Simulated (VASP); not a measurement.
Input of a VASP 6.6.1 run:

INCAR

```
SYSTEM = Cu
ALGO = Fast
EDIFF = 1E-6
ENCUT = 520
GGA = PS
ISIF = 2
ISMEAR = 0
LASPH = .TRUE.
LCHARG = .FALSE.
LREAL = .FALSE.
LWAVE = .FALSE.
NBANDS = 18
NELM = 100
PREC = Accurate
SIGMA = 0.15
```

The input KPOINTS:

```
k-points
0
G
  18 18 14
  0 0 0
```

File POSCAR:

```
Cu
1.0
    0.0000000000     -1.8075000000     -1.8075000000
    0.0000000000      1.8075000000     -1.8075000000
    3.6150000000      0.0000000000      0.0000000000
Cu
2
Direct
    0.6173621214      0.5000000000      0.5000000000
   -0.1173621214      0.0000000000      0.0000000000
```

Potentials or basis: VASP PAW PBE potentials, release 64 (Cu).

Launch:

```bash
$ cat potpaw_PBE.64/Cu/POTCAR > POTCAR
$ mpirun -np 1 vasp_std > vasp.out
```

Q: Predict the largest force.

A: 1.451 eV/Å.

Q: What does it give for the pressure?

A: 4.6 GPa.

Q: Estimate the band gap on the k mesh.

A: Zero (bands 11 and 12 overlap by 6.52 eV).

Forces in eV/Å, atoms in the order of the input:
```
Cu   0.000  1.026  1.026
Cu   0.000 -1.026 -1.026
```

Caveat: the cell differs from its parent crystal (atoms displaced along a vibrational mode); the cell stands under pressure; the PAW data sets were made with another functional, which shifts forces and pressure a little.
